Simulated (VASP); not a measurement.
# Ir in VASP: further runs

Runs on Ir. Level: LDA. Tasks: single point.

All numbers are computed with VASP 6.6.1; they aren't measurements. Logs are shortened: lines on timing, memory, paths and dates and some standing lists are left out, and cuts for length are marked.

**1. The cell of the first run**

The structure is monoclinic, space group C2/m (No. 12). Conventional cell: a = 3.990 Å, b = 2.695 Å, c = 2.727 Å, α = 90.00°, β = 112.94°, γ = 90.00°. Within 3.2 Å of Ir (site symmetry 2/m) lie 12 Ir at 2.41 to 3.00 Å.

**2. Single point, LDA (engineering shear strain xz -0.2200, engineering shear strain yz -0.2200)**

Contents of INCAR:

```
PREC = Accurate ; ENCUT = 520
EDIFF = 1E-6 ; ISMEAR = 0
SIGMA = 0.15 ; LREAL = F
LASPH = T ; NELM = 60
ALGO = Fast ; ISIF = 2
LWAVE = F ; LCHARG = F
GGA = CA ; NBANDS = 10
```

Contents of KPOINTS:

```
regular mesh
0
Gamma
  20 20 20
```

Contents of POSCAR:

```
Ir
1.0
   -0.2095945338      1.6958103189      1.6958103189
    1.6958103189     -0.2095945338      1.6958103189
    1.9054048527      1.9054048527     -0.4191890676
Ir
1
Direct
    0.0000000000      0.0000000000      0.0000000000
```

Potentials or basis: VASP PAW LDA potentials, release 64 (Ir).

On the command line:

```bash
$ cat potpaw_LDA.64/Ir/POTCAR > POTCAR
$ mpirun -np 1 vasp_std > vasp.out
```

OUTCAR:

```text
PREC = Accurate
   ENCUT = 520
   EDIFF = 1E-6
   ISMEAR = 0
   LREAL = F
   LASPH = T
   NELM = 60
   ISIF = 2
   GGA = CA

 ion  position               nearest neighbor table
   1  0.000  0.000  0.000-

  LATTYP: Found a base centered monoclinic cell.
 ALAT       =     3.9900833664
 B/A-ratio  =     0.6753366126
 C/A-ratio  =     0.6834593369
 COS(beta)  =    -0.3898427500

  Lattice vectors:

 A1 = (   0.2095945338,  -1.6958103189,  -1.6958103189)
 A2 = (  -1.6958103189,   0.2095945338,  -1.6958103189)
 A3 = (   1.9054048527,   1.9054048527,  -0.4191890676)

Analysis of symmetry for initial positions (statically):
=====================================================================
 Subroutine PRICEL returns:
 Original cell was already a primitive cell.

 Routine SETGRP: Setting up the symmetry group for a
 base centered monoclinic supercell.

 Subroutine GETGRP returns: Found  4 space group operations
 (whereof  4 operations were pure point group operations)
 out of a pool of  4 trial point group operations.

The static configuration has the point symmetry C_2h.

Analysis of symmetry for dynamics (positions and initial velocities):
=====================================================================
 Subroutine PRICEL returns:
 Original cell was already a primitive cell.

 Routine SETGRP: Setting up the symmetry group for a
 base centered monoclinic supercell.

 Subroutine GETGRP returns: Found  4 space group operations
 (whereof  4 operations were pure point group operations)
 out of a pool of  4 trial point group operations.

The dynamic configuration has the point symmetry C_2h.

 Subroutine INISYM returns: Found  4 space group operations
 (whereof  4 operations are pure point group operations),
 and found     1 'primitive' translations

----------------------------------------------------------------------------------------

                                     Primitive cell

  volume of cell :      13.5006

  direct lattice vectors                    reciprocal lattice vectors
    -0.209594534  1.695810319  1.695810319    -0.232830304  0.291992543  0.268919270
     1.695810319 -0.209594534  1.695810319     0.291992543 -0.232830304  0.268919270
     1.905404853  1.905404853 -0.419189068     0.239338150  0.239338150 -0.209757031

  length of vectors
     2.407379310  2.407379310  2.727059732     0.460203400  0.460203400  0.398200342

  position of ions in fractional coordinates (direct lattice)
     0.000000000  0.000000000  0.000000000

  ion indices of the primitive-cell ions
   primitive index   ion index
                 1           1

----------------------------------------------------------------------------------------

 KPOINTS: regular mesh

Automatic generation of k-mesh.
 Grid dimensions read from file:
 generate k-points for:   20   20   20

 Generating k-lattice:

  Cartesian coordinates                     Fractional coordinates (reciprocal lattice)
    -0.011641515  0.014599627  0.013445963     0.050000000  0.000000000 -0.000000000
     0.014599627 -0.011641515  0.013445963     0.000000000  0.050000000 -0.000000000
     0.011966908  0.011966908 -0.010487852     0.000000000  0.000000000  0.050000000

  Length of vectors
     0.023010170  0.023010170  0.019910017

  Shift w.r.t. Gamma in fractional coordinates (k-lattice)
     0.000000000  0.000000000  0.000000000

 Subroutine IBZKPT returns following result:
 ===========================================

 Found   2112 irreducible k-points:

 Following reciprocal coordinates:
            Coordinates               Weight
  0.000000  0.000000  0.000000      1.000000
  0.050000 -0.000000  0.000000      4.000000
  0.100000  0.000000 -0.000000      4.000000
  0.150000  0.000000 -0.000000      4.000000
  0.200000  0.000000 -0.000000      4.000000
  0.250000 -0.000000 -0.000000      4.000000
[... 16 lines left out ...]
 -0.400000  0.050000  0.000000      4.000000
 -0.350000  0.050000  0.000000      4.000000
 [... further k-points ...]
   k-points           NKPTS =   2112   k-points in BZ     NKDIM =   2112   number of bands    NBANDS=     10
   number of dos      NEDOS =    301   number of ions     NIONS =      1
   total plane-waves  NPLWV =   6480
   dimension x,y,z NGX =    18 NGY =   18 NGZ =   20
   dimension x,y,z NGXF=    36 NGYF=   36 NGZF=   40
   ions per type =               1
   NGX,Y,Z   is equivalent  to a cutoff of  12.43, 12.43, 12.19 a.u.
   NGXF,Y,Z  is equivalent  to a cutoff of  24.86, 24.86, 24.38 a.u.
 SYSTEM =  unknown system
   PREC   = accura    normal or accurate (medium, high low for compatibility)
   ISTART =      0    job   : 0-new  1-cont  2-samecut
   ICHARG =      2    charge: 1-file 2-atom 10-const
   ISPIN  =      1    spin polarized calculation?
   LNONCOLLINEAR =      F non collinear calculations
   LSORBIT =      F    spin-orbit coupling
   LASPH  =      T    aspherical Exc in radial PAW
   ENCUT  =  520.0 eV  38.22 Ry    6.18 a.u.   4.48  4.48  5.07*2*pi/ulx,y,z
   NELM   =     60;   NELMIN=  2; NELMDL= -5     # of ELM steps
   EDIFF  = 0.1E-05   stopping-criterion for ELM
   LREAL  =      F    real-space projection
   EDIFFG = 0.1E-04   stopping-criterion for IOM
   NSW    =      0    number of steps for IOM
   IBRION =     -1    ionic relax: 0-MD 1-quasi-New 2-CG
   NFREE  =      0    steps in history (QN), initial steepest desc. (CG)
   ISIF   =      2    stress and relaxation
   ISYM   =      2    0-nonsym 1-usesym 2-fastsym
   POTIM  = 0.5000    time-step for ionic-motion
   TEBEG  =    0.0;   TEEND  =   0.0 temperature during run
   PSTRESS=    0.0 pullay stress
   NELECT =       9.0000    total number of electrons
   NUPDOWN=      -1.0000    fix difference up-down
   EMIN   =  10.00;   EMAX   =-10.00  energy-range for DOS
   EFERMI =   0.00;   METHOD = LEGACY
   ISMEAR =     0;   SIGMA  =   0.15  broadening in eV -4-tet -1-fermi 0-gaus
   EFERMI_NEDOS =   21; number of points for ismear=-14 and -15
   IALGO  =     68    algorithm
   IMIX   =      4    mixing-type and parameters
     AMIX     =   0.40;   BMIX     =  1.00
     AMIX_MAG =   1.60;   BMIX_MAG =  1.00
  volume/ion in A,a.u.               =      13.50        91.11
  Fermi-wavevector in a.u.,A,eV,Ry     =   1.430117  2.702529 27.827093  2.045234
  Thomas-Fermi vector in A             =   2.549997
   LORBIT       =      0    0 simple, 1 ext, 2 COOP (PROOUT), +10 PAW based schemes
   GGA     = CA    functional components
   LHFCALC =     F    Hartree Fock is set to
   AEXX    =    0.0000 exact exchange contribution
   IVDW    =     0    specifies the selected vdW correction
   LEPSILON=     F    determine dielectric tensor
   LRPA    =     F    only Hartree local field effects (RPA)
 non-spin polarized calculation
 RMM-DIIS sequential band-by-band and
 Gauss-broadening in eV      SIGMA  =   0.15
  energy-cutoff  :      520.00
  volume of cell :       13.50
 maximum number of plane-waves:       375
 NGX is ok and might be reduce to    18
   NGX =  9   NGY =  9   NGZ = 11

 number of electron       9.0000001 magnetization

 Free energy of the ion-electron system (eV)
  ---------------------------------------------------
  ext. energy  EPLUGINS =         0.00000000
  ---------------------------------------------------
  free energy    TOTEN  =        -9.17182192 eV

  energy without entropy =       -9.15754126  energy(sigma->0) =       -9.16468159

 E-fermi :  10.9641     XC(G=0): -14.3322

 val. band max:       10.9625472735   @ k =   0.2500   0.0500   0.2000
 cond. band min:      10.9647959282   @ k =  -0.2500   0.1500   0.2500
 fundamental gap:      0.0022486547
 Fermi energy:        10.9640560360

 k-point     1 :       0.0000    0.0000    0.0000
  band No.  band energies     occupation
      1      -0.4243      2.00000
      2       4.6109      2.00000
      3       5.1050      2.00000
      4       9.5510      2.00000
      5      10.9905      0.80324
      6      11.1382      0.10058
      7      24.1348      0.00000
      8      28.3394      0.00000
      9      31.9139      0.00000
     10      36.7822      0.00000

 k-point     2 :       0.0500   -0.0000    0.0000
  band No.  band energies     occupation
      1      -0.2981      2.00000
      2       4.6656      2.00000
      3       5.1332      2.00000
      4       9.5433      2.00000
      5      10.8876      1.52892
      6      11.0757      0.29249
      7      24.3765      0.00000
      8      28.4981      0.00000
      9      31.5846      0.00000
     10      36.7275      0.00000

 k-point     3 :       0.1000    0.0000   -0.0000
  band No.  band energies     occupation
      1       0.0652      2.00000
      2       4.7995      2.00000
      3       5.2334      2.00000
      4       9.5507      2.00000
      5      10.5519      1.99990
      6      10.9684      0.96735
      7      25.0317      0.00000
      8      28.7202      0.00000
      9      31.0389      0.00000
     10      36.8387      0.00000

 k-point     4 :       0.1500    0.0000   -0.0000
  band No.  band energies     occupation
      1       0.6163      2.00000
      2       4.9163      2.00000
      3       5.4669      2.00000
      4       9.6401      2.00000
      5      10.0992      2.00000
      6      10.8374      1.76759
      7      25.8653      0.00000
      8      28.2379      0.00000
      9      31.3622      0.00000
     10      36.7781      0.00000
[... 222 lines left out ...]
 k-point    22 :      -0.4500    0.0500   -0.0000
  band No.  band energies     occupation
      1       2.5136      2.00000
      2       4.9651      2.00000
      3       9.1557      2.00000
      4       9.7816      2.00000
      5      10.6666      1.99496
      6      12.8652      0.00000
      7      20.3808      0.00000
      8      25.8011      0.00000
      9      28.8343      0.00000
     10      34.8209      0.00000

 k-point    23 :      -0.4000    0.0500    0.0000
  band No.  band energies     occupation
      1       2.5277      2.00000
      2       5.0577      2.00000
      3       8.5988      2.00000
      4       9.7739      2.00000
      5      10.4911      1.99999
      6      12.5424      0.00000
      7      20.8422      0.00000
      8      26.3970      0.00000
      9      29.2420      0.00000
     10      35.5137      0.00000

 k-point    24 :      -0.3500    0.0500    0.0000
  band No.  band energies     occupation
      1       2.5271      2.00000
      2       5.1414      2.00000
      3       7.8889      2.00000
      4       9.7221      2.00000
      5      10.0322      2.00000
      6      12.1560      0.00000
      7      21.8129      0.00000
      8      27.1806      0.00000
      9      30.0618      0.00000
     10      36.1640      0.00000

 [... further k-points ...]
[... 5 lines left out ...]
  --------------------------------------------------------------------------------------
  -------------------------------------------------------------------------------------
  Total        3.3909284      3.3909284      6.9548591     -0.1566653      4.1459981      4.1459982
  in kB      402.4172553    402.4172553    825.3654962    -18.5921948    492.0248920    492.0248946
  external PRESSURE =     543.4000022 kB  Pullay stress =       0.0000000 kB

 VOLUME and BASIS-vectors are now :
 -----------------------------------------------------------------------------
  energy-cutoff  :      520.00
  volume of cell :       13.50
      direct lattice vectors                 reciprocal lattice vectors
    -0.209594534  1.695810319  1.695810319    -0.232830304  0.291992543  0.268919270
     1.695810319 -0.209594534  1.695810319     0.291992543 -0.232830304  0.268919270
     1.905404853  1.905404853 -0.419189068     0.239338150  0.239338150 -0.209757031

 POSITION                                       TOTAL-FORCE (eV/Angst)
 -----------------------------------------------------------------------------------
      0.00000      0.00000      0.00000         0.000000     -0.000000     -0.000000
 -----------------------------------------------------------------------------------
    total drift:                                0.000000      0.000000      0.000000

  FREE ENERGIE OF THE ION-ELECTRON SYSTEM (eV)
  ---------------------------------------------------
  free  energy   TOTEN  =        -9.1718219169 eV

  energy  without entropy=       -9.1575412646  energy(sigma->0) =       -9.16468159
```

It took 92 s on 1 thread of Intel Xeon 6975P-C (Granite Rapids), shared host; peak memory 0.39 GiB.

What came out:

| Property | Result |
| --- | --- |
| Free energy | -9.1718 eV |
| Pressure | 54.3 GPa |
| Band gap on the k mesh | zero (an odd number of electrons rules out a gap without spin polarisation) |

Levels at points of the mesh, in eV from the Fermi level:
```
           k point  band 2  band 3  band 4  band 5  band 6  band 7
(0.00, 0.00, 0.00)   -6.35   -5.86   -1.41    0.03    0.17   13.17
(0.50, 0.00, 0.00)   -6.07   -1.31   -1.05   -0.44    1.72    9.43
(0.50, 0.50, 0.00)   -7.30   -0.37    0.31    2.80    3.80   12.08
(0.00, 0.00, 0.50)   -5.92   -2.38   -1.66    0.24    1.23    4.92
(0.50, 0.00, 0.50)   -7.94    0.66    1.42    2.30    2.60    8.56
(0.50, 0.50, 0.50)   -6.09   -3.69    1.17    2.47    3.60   12.29
```

Caveat: the cell differs from its parent crystal (engineering shear strain xz -0.2200, engineering shear strain yz -0.2200); the cell stands under pressure; spin-orbit coupling is left out, which moves the levels of the heavy elements.

**3. Single point, LDA (engineering shear strain xz -0.1650, engineering shear strain yz -0.0550)**

Contents of INCAR:

```
  PREC = Accurate
  ENCUT = 520
  EDIFF = 1E-6
  ISMEAR = 0
  SIGMA = 0.15
  LREAL = False
  LASPH = True
  NELM = 80
  ALGO = Fast
  ISIF = 2
  LWAVE = False
  LCHARG = False
  GGA = CA
  NBANDS = 10
```

Contents of KPOINTS:

```
Automatic mesh
0
Gamma
  20 20 20
```

Contents of POSCAR:

```
Ir
1.0
   -0.1571959003      1.8530062193      1.8530062193
    1.7482089524     -0.0523986334      1.7482089524
    1.9054048527      1.9054048527     -0.2095945338
Ir
1
Direct
    0.0000000000      0.0000000000      0.0000000000
```

Potentials or basis: VASP PAW LDA potentials, release 64 (Ir).

On the command line:

```bash
$ cat potpaw_LDA.64/Ir/POTCAR > POTCAR
$ mpirun -np 1 vasp_std > vasp.out
```

Wall time 8.9 min (1 thread of Intel Xeon Platinum 8259CL at 2.50GHz (Skylake/Cascade Lake), shared host); peak memory 0.65 GiB.

The run converged. Its results:

```yaml
Free_energy: -9.9378 eV
Pressure: 19.2 GPa
Band_gap_on_the_k_mesh: zero (an odd number of electrons rules out a gap without spin polarisation)
```

Stress tensor (GPa, compression positive):
```
25.54  0.84 47.68
 0.84  4.06 14.45
47.68 14.45 27.87
```

Levels at points of the mesh, in eV from the Fermi level:
| k point | band 1 | band 2 | band 3 | band 4 | band 5 | band 6 | band 7 | band 8 | band 9 |
| --- | --- | --- | --- | --- | --- | --- | --- | --- | --- |
| (0.00, 0.00, 0.00) | -11.31 | -5.29 | -4.83 | -2.46 | -0.74 | -0.68 | 14.07 | 17.71 | 20.48 |
| (0.50, 0.00, 0.00) | -8.53 | -5.28 | -2.40 | -1.17 | -0.24 | 1.68 | 7.17 | 14.47 | 19.21 |
| (0.00, 0.50, 0.00) | -8.24 | -5.43 | -2.79 | -0.01 | 0.26 | 1.64 | 9.11 | 13.70 | 17.79 |
| (0.50, 0.50, 0.00) | -8.21 | -7.59 | 0.36 | 1.27 | 2.11 | 2.34 | 11.68 | 11.95 | 12.26 |
| (0.00, 0.00, 0.50) | -8.68 | -5.02 | -2.69 | -1.66 | 0.12 | 1.39 | 6.18 | 14.91 | 20.27 |
| (0.50, 0.00, 0.50) | -8.35 | -7.67 | 1.13 | 1.73 | 1.84 | 1.89 | 9.04 | 11.04 | 15.46 |
| (0.00, 0.50, 0.50) | -8.19 | -7.64 | 0.43 | 1.41 | 2.08 | 2.20 | 11.06 | 11.63 | 13.18 |
| (0.50, 0.50, 0.50) | -8.21 | -5.31 | -3.44 | 0.66 | 0.82 | 2.02 | 9.81 | 13.11 | 17.61 |

Caveat: the cell differs from its parent crystal (engineering shear strain xz -0.1650, engineering shear strain yz -0.0550); the cell stands under pressure; spin-orbit coupling is left out, which moves the levels of the heavy elements.
